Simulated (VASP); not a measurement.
## InGa3P4: single point with PBE

Crystal: InGa3P4.

```
Ga P In
1.0
    -2.81043    2.81043    5.61002
     2.81043   -2.81043    5.61002
     2.81043    2.81043   -5.61002
Ga P In
3 4 1
Direct
  0.75000 0.25000 0.50000
  0.50000 0.50000 0.00000
  0.25000 0.75000 0.50000
  0.13294 0.60686 0.00000
  0.86706 0.86706 0.47392
  0.60686 0.13294 0.00000
  0.39314 0.39314 0.52608
  0.00000 0.00000 0.00000
```

```json
{
 "Program": "VASP 6.6.1",
 "Task": "single point",
 "Functional": "PBE",
 "Potentials or basis": "VASP PAW PBE potentials, release 64 (Ga_d, P, In_d)",
 "Cutoff": "520 eV",
 "k mesh": "6 × 6 × 6",
 "Occupations": "fermi-dirac, width 0.02 eV",
 "Spin": "no spin polarisation"
}
```

```json
{
 "Pressure": "0.0 GPa",
 "Band gap on the k mesh": "1.15 eV"
}
```

Forces on the atoms (eV/Å):
```
Ga   0.000  0.000  0.000
Ga   0.000  0.000  0.000
Ga   0.000  0.000  0.000
P    0.001 -0.001  0.002
P    0.001  0.001 -0.002
P   -0.001  0.001  0.002
P   -0.001 -0.001 -0.002
In   0.000  0.000  0.000
```

Levels at points of the mesh, in eV from the valence-band top:
```tsv
k point	band 33	band 34	band 35	band 36	band 37	band 38	band 39	band 40
(0.00, 0.00, 0.00)	-2.44	-0.05	0.00	0.00	1.15	1.74	1.95	3.92
(0.50, 0.00, 0.00)	-2.21	-1.83	-1.17	-1.11	3.01	3.36	3.37	3.52
(0.50, 0.50, 0.00)	-1.13	-1.03	-0.84	-0.83	1.35	1.65	2.74	3.32
(0.50, 0.50, 0.50)	-1.75	-1.75	-1.31	-1.31	1.77	1.77	1.84	2.06
```

Run time: 5.5 min on 1 thread of Intel(R) Xeon(R) 6975P-C (Granite Rapids), on a shared host, peak memory 0.51 GiB.

Caveat: spin-orbit coupling is left out, which moves the levels of the heavy elements. A k mesh can miss the band edges.
